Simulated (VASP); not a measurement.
Runs of VASP 6.6.1 on KCl. The structure is that of space group Fm-3m (No. 225), or close to it. The cells are those of the table. 

```csv
task,cell,k mesh,cutoff (eV),gap on the mesh (eV),pressure (GPa)
relaxation of cell and atoms,"relaxed from a = 4.808 Å, angles 60.0°, 2 atoms",5 × 5 × 5,600,5.85,0.1
single point,"a = 4.447 Å, angles 60.0°, 2 atoms",5 × 5 × 5,520,5.84,0.0
single point,"a = 4.447 Å, angles 60.0°, 2 atoms",6 × 6 × 6,520,5.84,0.0
single point,"a = 4.425 Å, angles 60.0°, 2 atoms",6 × 6 × 6,520,(b),0.3
single point,"a = 4.469 Å, angles 60.0°, 2 atoms",6 × 6 × 6,520,5.78,(a)
```

Alike in all rows: level r2SCAN; potentials or basis VASP PAW PBE potentials, release 64 (K_sv, Cl); no spin polarisation; smearing fermi-dirac 0.02 eV.

Problem. Estimate the missing entries.

Solution. (a) -0.3; (b) 5.89.

Caveats: the PAW data sets were made with another functional, which shifts forces and pressure a little.

